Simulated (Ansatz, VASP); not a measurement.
**One calculation of Si3Ru, two programs**

```
CELL_PARAMETERS angstrom
2.85867 0.00000 0.00000
0.00000 2.85867 0.00000
0.00000 0.00000 6.92330
ATOMIC_POSITIONS crystal
Si 0.50000 0.50000 0.78138
Si 0.00000 0.00000 0.50000
Si 0.50000 0.50000 0.21862
Ru 0.00000 0.00000 0.00000
```

Change from the starting cell: species swapped into the Cu3Ni type (Cmmm, No. 65).

Alike in both runs: task relaxation of cell and atoms; functional PBE; k mesh 6 × 6 × 4; occupations gaussian, width 0.1 eV; no spin polarisation.

|  | VASP | Ansatz |
| --- | --- | --- |
| version | VASP 6.6.1 | Ansatz 0.2.0 |
| potentials or method | VASP PAW PBE potentials, release 64 (Si, Ru_pv), cutoff 600 eV | scalar-relativistic, plane waves, PAW |
| valence electrons in the cell | 26 | 28 |

```csv
,VASP,Ansatz,Ansatz less VASP
"gap on the k mesh at the Fermi level, each at its own relaxed structure (eV)",none,none,-
relaxed volume (Å³/atom),14.02,14.00,-0.018
relaxed cell length with the largest relative difference (Å),2.863,2.859,-0.0034
```

A gap of «none» marks a metal or a gap that the smearing closes. VASP's potentials hold 26 valence electrons a cell and Ansatz's 28, so a difference there can come from the potentials and not from the codes.

The k mesh is coarse, so the values compare programs but aren't converged.
